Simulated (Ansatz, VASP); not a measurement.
## AgO: VASP beside Ansatz

INCAR

```
SYSTEM = AgO
  ALGO = Normal
  EDIFF = 1E-6
  ENCUT = 520
  GGA = PS
  ISIF = 2
  ISMEAR = 0
  LASPH = .True.
  LCHARG = .False.
  LREAL = .False.
  LWAVE = .False.
  NBANDS = 16
  NELM = 100
  PREC = Accurate
  SIGMA = 0.15
```

Contents of KPOINTS:

```
k-points
0
Gamma
  18 18 18
  0 0 0
```

Contents of POSCAR:

```
AgO
1.0
    0.0000000000      2.4080000000      2.4080000000
    2.4080000000      0.0000000000      2.4080000000
    2.4080000000      2.4080000000      0.0000000000
Ag O
1 1
Direct
    0.0000000000      0.0000000000      0.0000000000
    0.7500000000      0.7500000000      0.7500000000
```

Input for Ansatz:

```yaml
crystal:
  lattice:
    - [0.0, 2.408, 2.408]
    - [2.408, 0.0, 2.408]
    - [2.408, 2.408, 0.0]
  atoms:
    - { symbol: Ag, position: [0.0, 0.0, 0.0] }
    - { symbol: O, position: [0.75, 0.75, 0.75] }
basis:
  ecutwfc: 420
kpoints:
  mp_grid: { grid: [18, 18, 18] }
hamiltonian:
  xc: pbesol
scf:
  occupations: { method: gaussian, width: 0.15 }
output:
  forces: true
  stress: true
  eigenvalues: true
```

Alike in both runs: task single point; functional PBEsol; k mesh 18 × 18 × 18; occupations gaussian, width 0.15 eV; no spin polarisation.

```csv
,VASP,Ansatz
version,VASP 6.6.1,Ansatz 0.2.0
potentials or method,"VASP PAW PBE potentials, release 64 (Ag, O), cutoff 520 eV","scalar-relativistic, plane waves, PAW"
valence electrons in the cell,17,25
```

|  | VASP | Ansatz | Ansatz less VASP |
| --- | --- | --- | --- |
| gap on the k mesh at the Fermi level (eV) | none | none | - |
| pressure (GPa) | 10.8 | 11.0 | +0.24 |

VASP's potentials were made for PBE, not for PBEsol. A gap of «none» marks a metal or a gap that the smearing closes. VASP's potentials hold 17 valence electrons a cell and Ansatz's 25, so a difference there can come from the potentials and not from the codes.
